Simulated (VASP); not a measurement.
# Bi (Pm-3m) in VASP: further runs

Runs on Bi. Level: PBE. Tasks: single point.

Everything below comes from runs of VASP 6.6.1. Logs are shortened: lines on timing, memory, paths and dates and some standing lists are left out, and cuts for length are marked.

**1. The cell of the first run**

Symmetry: Pm-3m, No. 221, cubic system. The conventional cell has a = 3.298 Å, b = 3.298 Å, c = 3.298 Å, α = 90.00°, β = 90.00°, γ = 90.00°. Bi (site symmetry m-3m) has 6 Bi at 3.30 Å within 4.3 Å.

This isn't the form of Bi at room conditions, which is rhombohedral.

**2. Single point, PBE**

Input file INCAR:

```
SYSTEM = Bi
PREC = Accurate ; ENCUT = 520
EDIFF = 1E-6 ; ISMEAR = -1
SIGMA = 0.06122561905347299 ; LREAL = .FALSE.
LASPH = .TRUE. ; NELM = 100
ALGO = Normal ; ISIF = 2
LWAVE = .FALSE. ; LCHARG = .FALSE.
GGA = PE ; NBANDS = 14
```

Input file KPOINTS:

```
regular mesh
0
G
  17 17 17
  0 0 0
```

Input file POSCAR:

```
Bi
1.0
    3.2984659169      0.0000000000      0.0000000000
    0.0000000000      3.2984659169      0.0000000000
    0.0000000000      0.0000000000      3.2984659169
Bi
1
Direct
    0.0000000000      0.0000000000      0.0000000000
```

Potentials or basis: VASP PAW PBE potentials, release 64 (Bi_d).

Started as:

```console
$ cat potpaw_PBE.64/Bi_d/POTCAR > POTCAR
$ mpirun -np 1 vasp_std > vasp.out
```

OUTCAR:

```text
SYSTEM = Bi
   PREC = Accurate
   ENCUT = 520
   EDIFF = 1E-6
   ISMEAR = -1
   LREAL = .FALSE.
   LASPH = .TRUE.
   NELM = 100
   ISIF = 2
   GGA = PE

 ion  position               nearest neighbor table
   1  0.000  0.000  0.000-

  LATTYP: Found a simple cubic cell.
 ALAT       =     3.2984659169

  Lattice vectors:

 A1 = (   3.2984659169,   0.0000000000,   0.0000000000)
 A2 = (   0.0000000000,   3.2984659169,   0.0000000000)
 A3 = (   0.0000000000,   0.0000000000,   3.2984659169)

Analysis of symmetry for initial positions (statically):
=====================================================================
 Subroutine PRICEL returns:
 Original cell was already a primitive cell.

 Routine SETGRP: Setting up the symmetry group for a
 simple cubic supercell.

 Subroutine GETGRP returns: Found 48 space group operations
 (whereof 48 operations were pure point group operations)
 out of a pool of 48 trial point group operations.

The static configuration has the point symmetry O_h .

Analysis of symmetry for dynamics (positions and initial velocities):
=====================================================================
 Subroutine PRICEL returns:
 Original cell was already a primitive cell.

 Routine SETGRP: Setting up the symmetry group for a
 simple cubic supercell.

 Subroutine GETGRP returns: Found 48 space group operations
 (whereof 48 operations were pure point group operations)
 out of a pool of 48 trial point group operations.

The dynamic configuration has the point symmetry O_h .

 Subroutine INISYM returns: Found 48 space group operations
 (whereof 48 operations are pure point group operations),
 and found     1 'primitive' translations

----------------------------------------------------------------------------------------

                                     Primitive cell

  volume of cell :      35.8869

  direct lattice vectors                    reciprocal lattice vectors
     3.298465917  0.000000000  0.000000000     0.303171239  0.000000000  0.000000000
     0.000000000  3.298465917  0.000000000     0.000000000  0.303171239  0.000000000
     0.000000000  0.000000000  3.298465917     0.000000000  0.000000000  0.303171239

  length of vectors
     3.298465917  3.298465917  3.298465917     0.303171239  0.303171239  0.303171239

  position of ions in fractional coordinates (direct lattice)
     0.000000000  0.000000000  0.000000000

  ion indices of the primitive-cell ions
   primitive index   ion index
                 1           1

----------------------------------------------------------------------------------------

 KPOINTS: regular mesh

Automatic generation of k-mesh.
 Grid dimensions read from file:
 generate k-points for:   17   17   17

 Generating k-lattice:

  Cartesian coordinates                     Fractional coordinates (reciprocal lattice)
     0.017833602  0.000000000  0.000000000     0.058823529  0.000000000  0.000000000
     0.000000000  0.017833602  0.000000000     0.000000000  0.058823529  0.000000000
     0.000000000  0.000000000  0.017833602     0.000000000  0.000000000  0.058823529

  Length of vectors
     0.017833602  0.017833602  0.017833602

  Shift w.r.t. Gamma in fractional coordinates (k-lattice)
     0.000000000  0.000000000  0.000000000

 Subroutine IBZKPT returns following result:
 ===========================================

 Found    165 irreducible k-points:

 Following reciprocal coordinates:
            Coordinates               Weight
  0.000000  0.000000  0.000000      1.000000
  0.058824  0.000000  0.000000      6.000000
  0.117647  0.000000  0.000000      6.000000
  0.176471  0.000000  0.000000      6.000000
  0.235294  0.000000  0.000000      6.000000
  0.294118  0.000000  0.000000      6.000000
[... 16 lines left out ...]
  0.411765  0.117647  0.000000     24.000000
  0.470588  0.117647  0.000000     24.000000
 [... further k-points ...]
   k-points           NKPTS =    165   k-points in BZ     NKDIM =    165   number of bands    NBANDS=     14
   number of dos      NEDOS =    301   number of ions     NIONS =      1
   total plane-waves  NPLWV =  21952
   dimension x,y,z NGX =    28 NGY =   28 NGZ =   28
   dimension x,y,z NGXF=    56 NGYF=   56 NGZF=   56
   ions per type =               1
   NGX,Y,Z   is equivalent  to a cutoff of  14.11, 14.11, 14.11 a.u.
   NGXF,Y,Z  is equivalent  to a cutoff of  28.22, 28.22, 28.22 a.u.
 SYSTEM =  Bi
   PREC   = accura    normal or accurate (medium, high low for compatibility)
   ISTART =      0    job   : 0-new  1-cont  2-samecut
   ICHARG =      2    charge: 1-file 2-atom 10-const
   ISPIN  =      1    spin polarized calculation?
   LNONCOLLINEAR =      F non collinear calculations
   LSORBIT =      F    spin-orbit coupling
   LASPH  =      T    aspherical Exc in radial PAW
   ENCUT  =  520.0 eV  38.22 Ry    6.18 a.u.   6.13  6.13  6.13*2*pi/ulx,y,z
   NELM   =    100;   NELMIN=  2; NELMDL= -5     # of ELM steps
   EDIFF  = 0.1E-05   stopping-criterion for ELM
   LREAL  =      F    real-space projection
   EDIFFG = 0.1E-04   stopping-criterion for IOM
   NSW    =      0    number of steps for IOM
   IBRION =     -1    ionic relax: 0-MD 1-quasi-New 2-CG
   NFREE  =      0    steps in history (QN), initial steepest desc. (CG)
   ISIF   =      2    stress and relaxation
   ISYM   =      2    0-nonsym 1-usesym 2-fastsym
   POTIM  = 0.5000    time-step for ionic-motion
   TEBEG  =    0.0;   TEEND  =   0.0 temperature during run
   PSTRESS=    0.0 pullay stress
   NELECT =      15.0000    total number of electrons
   NUPDOWN=      -1.0000    fix difference up-down
   EMIN   =  10.00;   EMAX   =-10.00  energy-range for DOS
   EFERMI =   0.00;   METHOD = LEGACY
   ISMEAR =    -1;   SIGMA  =   0.06  broadening in eV -4-tet -1-fermi 0-gaus
   EFERMI_NEDOS =   21; number of points for ismear=-14 and -15
   IALGO  =     38    algorithm
   IMIX   =      4    mixing-type and parameters
     AMIX     =   0.40;   BMIX     =  1.00
     AMIX_MAG =   1.60;   BMIX_MAG =  1.00
  volume/ion in A,a.u.               =      35.89       242.18
  Fermi-wavevector in a.u.,A,eV,Ry     =   1.224033  2.313088 20.385033  1.498258
  Thomas-Fermi vector in A             =   2.359123
   LORBIT       =      0    0 simple, 1 ext, 2 COOP (PROOUT), +10 PAW based schemes
   GGA     = PE    functional components
   LHFCALC =     F    Hartree Fock is set to
   AEXX    =    0.0000 exact exchange contribution
   IVDW    =     0    specifies the selected vdW correction
   LEPSILON=     F    determine dielectric tensor
   LRPA    =     F    only Hartree local field effects (RPA)
 non-spin polarized calculation
  energy-cutoff  :      520.00
  volume of cell :       35.89
 maximum number of plane-waves:       981
 NGX is ok and might be reduce to    28
   NGX = 13   NGY = 13   NGZ = 13

 number of electron      15.0000005 magnetization

 Free energy of the ion-electron system (eV)
  ---------------------------------------------------
  ext. energy  EPLUGINS =         0.00000000
  ---------------------------------------------------
  free energy    TOTEN  =        -3.84476205 eV

  energy without entropy =       -3.83694926  energy(sigma->0) =       -3.84085565

 E-fermi :   6.0845     XC(G=0):  -9.4820

 val. band max:        6.0678741975   @ k =   0.3529   0.2353   0.0588
 cond. band min:       6.1011362676   @ k =   0.2353   0.2353   0.2353
 fundamental gap:      0.0332620701
 Fermi energy:         6.0844797412

 k-point     1 :       0.0000    0.0000    0.0000
  band No.  band energies     occupation
      1     -16.8030      2.00000
      2     -16.8030      2.00000
      3     -16.5245      2.00000
      4     -16.5245      2.00000
      5     -16.5245      2.00000
      6      -6.7462      2.00000
      7       9.1307      0.00000
      8       9.1307      0.00000
      9       9.1307      0.00000
     10      12.1849      0.00000
     11      13.7926      0.00000
     12      13.7926      0.00000
     13      22.8431      0.00000
     14      22.8431      0.00000

 k-point     2 :       0.0588    0.0000    0.0000
  band No.  band energies     occupation
      1     -16.8026      2.00000
      2     -16.7950      2.00000
      3     -16.5269      2.00000
      4     -16.5269      2.00000
      5     -16.5243      2.00000
      6      -6.7056      2.00000
      7       8.5143      0.00000
      8       9.1762      0.00000
      9       9.1762      0.00000
     10      12.4567      0.00000
     11      13.8266      0.00000
     12      14.2567      0.00000
     13      22.4932      0.00000
     14      22.7383      0.00000

 k-point     3 :       0.1176    0.0000    0.0000
  band No.  band energies     occupation
      1     -16.8015      2.00000
      2     -16.7722      2.00000
      3     -16.5339      2.00000
      4     -16.5339      2.00000
      5     -16.5238      2.00000
      6      -6.5851      2.00000
      7       7.2875      0.00000
      8       9.3098      0.00000
      9       9.3098      0.00000
     10      12.7717      0.00000
     11      13.9285      0.00000
     12      15.5272      0.00000
     13      21.6944      0.00000
     14      22.2902      0.00000
[... 324 lines left out ...]
 k-point    23 :       0.4118    0.1176    0.0000
  band No.  band energies     occupation
      1     -16.7702      2.00000
      2     -16.6027      2.00000
      3     -16.5899      2.00000
      4     -16.5724      2.00000
      5     -16.5284      2.00000
      6      -5.0479      2.00000
      7       2.0113      2.00000
      8       8.9451      0.00000
      9      10.8838      0.00000
     10      14.3577      0.00000
     11      15.3290      0.00000
     12      17.2811      0.00000
     13      17.6801      0.00000
     14      18.4903      0.00000

 k-point    24 :       0.4706    0.1176    0.0000
  band No.  band energies     occupation
      1     -16.7694      2.00000
      2     -16.6076      2.00000
      3     -16.5946      2.00000
      4     -16.5566      2.00000
      5     -16.5280      2.00000
      6      -4.8747      2.00000
      7       1.6161      2.00000
      8       9.1308      0.00000
      9      11.0396      0.00000
     10      14.0900      0.00000
     11      15.8414      0.00000
     12      16.5503      0.00000
     13      17.9335      0.00000
     14      18.1835      0.00000

 [... further k-points ...]
[... 5 lines left out ...]
  --------------------------------------------------------------------------------------
  -------------------------------------------------------------------------------------
  Total       -0.2127297     -0.2127297     -0.2127297      0.0000000      0.0000000      0.0000000
  in kB       -9.4973580     -9.4973580     -9.4973580      0.0000000      0.0000000      0.0000000
  external PRESSURE =      -9.4973580 kB  Pullay stress =       0.0000000 kB

 VOLUME and BASIS-vectors are now :
 -----------------------------------------------------------------------------
  energy-cutoff  :      520.00
  volume of cell :       35.89
      direct lattice vectors                 reciprocal lattice vectors
     3.298465917  0.000000000  0.000000000     0.303171239  0.000000000  0.000000000
     0.000000000  3.298465917  0.000000000     0.000000000  0.303171239  0.000000000
     0.000000000  0.000000000  3.298465917     0.000000000  0.000000000  0.303171239

 POSITION                                       TOTAL-FORCE (eV/Angst)
 -----------------------------------------------------------------------------------
      0.00000      0.00000      0.00000         0.000000      0.000000      0.000000
 -----------------------------------------------------------------------------------
    total drift:                               -0.000000     -0.000000     -0.000000

  FREE ENERGIE OF THE ION-ELECTRON SYSTEM (eV)
  ---------------------------------------------------
  free  energy   TOTEN  =        -3.8447620495 eV

  energy  without entropy=       -3.8369492567  energy(sigma->0) =       -3.84085565
```

Wall time 88 s (1 thread of Intel Xeon 8259CL, shared host); peak memory 0.21 GiB.

Results:

| Item | Value |
| --- | --- |
| Free energy | -3.8448 eV |
| Pressure | -0.9 GPa |
| Band gap on the k mesh | zero (an odd number of electrons rules out a gap without spin polarisation) |

Levels at points of the mesh, in eV from the Fermi level:
```tsv
k point	band 4	band 5	band 6	band 7	band 8	band 9	band 10	band 11
(0.00, 0.00, 0.00)	-22.61	-22.61	-12.83	3.05	3.05	3.05	6.10	7.71
```

Caveat: spin-orbit coupling is left out, which moves the levels of the heavy elements.

**3. Single point, PBE**

Input file INCAR:

```
ALGO = Normal ; EDIFF = 1E-7
ENCUT = 520 ; GGA = PE
ISIF = 2 ; ISMEAR = -1
LASPH = T ; LCHARG = T
LELF = T ; LREAL = F
LVHAR = T ; LWAVE = F
NBANDS = 14 ; NELM = 80
PREC = Accurate ; SIGMA = 0.06122561905347299
```

Input file KPOINTS:

```
k-points
0
Gamma
  17 17 17
```

POSCAR is that of step 2.

Potentials or basis: VASP PAW PBE potentials, release 64 (Bi_d).

Started as:

```console
$ cat potpaw_PBE.64/Bi_d/POTCAR > POTCAR
$ mpirun -np 1 vasp_std > vasp.out
```

OUTCAR:

```text
EDIFF = 1E-7
   ENCUT = 520
   GGA = PE
   ISIF = 2
   ISMEAR = -1
   LASPH = T
   LREAL = F
   NELM = 80
   PREC = Accurate

 ion  position               nearest neighbor table
   1  0.000  0.000  0.000-

  LATTYP: Found a simple cubic cell.
 ALAT       =     3.2984659169

  Lattice vectors:

 A1 = (   3.2984659169,   0.0000000000,   0.0000000000)
 A2 = (   0.0000000000,   3.2984659169,   0.0000000000)
 A3 = (   0.0000000000,   0.0000000000,   3.2984659169)

Analysis of symmetry for initial positions (statically):
[... 576 lines left out ...]
      6      -4.8747      2.00000
      7       1.6162      2.00000
      8       9.1308      0.00000
      9      11.0396      0.00000
     10      14.0901      0.00000
     11      15.8414      0.00000
     12      16.5504      0.00000
     13      17.9335      0.00000
     14      18.1835      0.00000

 [... further k-points ...]
[... 5 lines left out ...]
  --------------------------------------------------------------------------------------
  -------------------------------------------------------------------------------------
  Total       -0.2130966     -0.2130966     -0.2130966      0.0000000      0.0000000     -0.0000000
  in kB       -9.5137375     -9.5137375     -9.5137375      0.0000000      0.0000000     -0.0000000
  external PRESSURE =      -9.5137375 kB  Pullay stress =       0.0000000 kB

 VOLUME and BASIS-vectors are now :
 -----------------------------------------------------------------------------
  energy-cutoff  :      520.00
  volume of cell :       35.89
      direct lattice vectors                 reciprocal lattice vectors
     3.298465917  0.000000000  0.000000000     0.303171239  0.000000000  0.000000000
     0.000000000  3.298465917  0.000000000     0.000000000  0.303171239  0.000000000
     0.000000000  0.000000000  3.298465917     0.000000000  0.000000000  0.303171239

 POSITION                                       TOTAL-FORCE (eV/Angst)
 -----------------------------------------------------------------------------------
      0.00000      0.00000      0.00000         0.000000      0.000000      0.000000
 -----------------------------------------------------------------------------------
    total drift:                               -0.000000     -0.000000     -0.000000

  FREE ENERGIE OF THE ION-ELECTRON SYSTEM (eV)
  ---------------------------------------------------
  free  energy   TOTEN  =        -3.8447621272 eV

  energy  without entropy=       -3.8369493962  energy(sigma->0) =       -3.84085576
```

stdout:

```text
POSCAR found type information on POSCAR Bi
 POSCAR found :  1 types and       1 ions
 scaLAPACK will be used
 LDA part: xc-table for (Slater+PW92), standard interpolation
 POSCAR, INCAR and KPOINTS ok, starting setup
 FFT: planning ... GRIDC
 FFT: planning ... GRID_SOFT
 FFT: planning ... GRID
 WAVECAR not read
 entering main loop
```

Wall time 1.7 min (1 thread of Intel Xeon 8259CL, shared host); peak memory 0.21 GiB.

What came out:

- Free energy: -3.8448 eV
- Pressure: -1.0 GPa
- Band gap on the k mesh: zero (an odd number of electrons rules out a gap without spin polarisation)

Caveat: spin-orbit coupling is left out, which moves the levels of the heavy elements.
